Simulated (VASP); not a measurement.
Here is a VASP 6.6.1 calculation.

File INCAR:

```
SYSTEM = Ca2Se
PREC = Accurate ; ENCUT = 600
EDIFF = 1E-7 ; ISMEAR = 0
SIGMA = 0.1 ; LREAL = .False.
LASPH = .True. ; NELM = 100
ALGO = Normal ; ISIF = 3
LWAVE = .False. ; LCHARG = .False.
GGA = PE ; IBRION = 2
NSW = 100 ; EDIFFG = -0.01
```

The input KPOINTS:

```
regular mesh
0
Gamma
  8 8 8
  0 0 0
```

POSCAR

```
Ca2Se
1.0
    0.0000000000      4.5663744860      4.5663744860
    4.5663744860      0.0000000000      4.5663744860
    4.5663744860      4.5663744860      0.0000000000
Ca Se
4 2
Direct
    0.6250000000      0.6250000000      0.6250000000
    0.1250000000      0.6250000000      0.6250000000
    0.6250000000      0.6250000000      0.1250000000
    0.6250000000      0.1250000000      0.6250000000
    0.0000000000      0.0000000000      0.0000000000
    0.2500000000      0.2500000000      0.2500000000
```

Potentials or basis: VASP PAW PBE potentials, release 64 (Ca_sv, Se).

Command:

```sh
$ cat potpaw_PBE.64/Ca_sv/POTCAR potpaw_PBE.64/Se/POTCAR > POTCAR
$ mpirun -np 1 vasp_std > vasp.out
```

Question: What does it give for the relaxed cell?

Answer: a = 6.513 Å, b = 6.513 Å, c = 6.513 Å, α = 60.00°, β = 60.00°, γ = 60.00°.

Question: What does it give for the relaxed volume?

Answer: 32.56 Å³/atom.

Question: Estimate the space group after relaxing (to 0.05 Å).

Answer: Fd-3m (No. 227).

Question: What does it give for the band gap on the k mesh?

Answer: Zero (band 26 reaches 2.94 eV, above the bottom of band 27 at 2.71 eV).

The path:
```csv
step,energy change (eV),largest force (eV/Å),pressure (GPa),volume (Å³)
1,0.0000,0.0000,0.51,190.43
2,-0.0063,0.0000,0.22,193.23
3,-0.0078,0.0000,0.01,195.35
```
